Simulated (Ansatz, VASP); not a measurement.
**Two plane-wave programs on Cu2Ru**

INCAR

```
SYSTEM = Cu2Ru
PREC = Accurate
ENCUT = 600
EDIFF = 1E-6
ISMEAR = 0
SIGMA = 0.1
LREAL = .False.
LASPH = .True.
NELM = 120
ALGO = Normal
ISIF = 2
LWAVE = .False.
LCHARG = .False.
GGA = PE
NBANDS = 45
GGA_COMPAT = .False.
```

Contents of KPOINTS:

```
Automatic mesh
0
Gamma
  6 6 4
  0 0 0
```

POSCAR

```
Cu2Ru
1.0
    3.6015198202      0.0000000000      0.0000000000
    0.0000000000      3.6015198202      0.0000000000
    0.0000000000      0.0000000000      5.4952047156
Cu Ru
4 2
Direct
    0.0000000000      0.0000000000      0.0000000000
    0.5000000000      0.5000000000      0.0000000000
    0.0000000000      0.5000000000      0.2700000000
    0.5000000000      0.0000000000      0.7300000000
    0.0000000000      0.5000000000      0.7000000000
    0.5000000000      0.0000000000      0.3000000000
```

Input for Ansatz:

```yaml
crystal:
  lattice:
    - [3.6015198202, 0.0, 0.0]
    - [0.0, 3.6015198202, 0.0]
    - [0.0, 0.0, 5.4952047156]
  atoms:
    - { symbol: Cu, position: [0.0, 0.0, 0.0] }
    - { symbol: Cu, position: [0.5, 0.5, 0.0] }
    - { symbol: Cu, position: [0.0, 0.5, 0.27] }
    - { symbol: Cu, position: [0.5, 0.0, 0.73] }
    - { symbol: Ru, position: [0.0, 0.5, 0.7] }
    - { symbol: Ru, position: [0.5, 0.0, 0.3] }
basis:
  ecutwfc: 420
kpoints:
  mp_grid: { grid: [6, 6, 4] }
hamiltonian:
  xc: pbe
scf:
  occupations: { method: gaussian, width: 0.1 }
  lower_state_search: "off"
output:
  forces: true
  stress: true
  eigenvalues: true
```

Alike in both runs: task single point; functional PBE; k mesh 6 × 6 × 4; occupations gaussian, width 0.1 eV; no spin polarisation.

|  | VASP | Ansatz |
| --- | --- | --- |
| version | VASP 6.6.1 | Ansatz 0.2.0 |
| potentials or method | VASP PAW PBE potentials, release 64 (Cu, Ru_pv), cutoff 600 eV | scalar-relativistic, plane waves, PAW |
| valence electrons in the cell | 72 | 108 |

```csv
,VASP,Ansatz,Ansatz less VASP
gap on the k mesh at the Fermi level (eV),none,none,-
rms of the force components (eV/Å),0.853,0.846,-0.0074
```

Atom by atom the forces differ by 0.007 eV/Å (rms over components). A gap of «none» marks a metal or a gap that the smearing closes. VASP's potentials hold 72 valence electrons a cell and Ansatz's 108, so a difference there can come from the potentials and not from the codes.
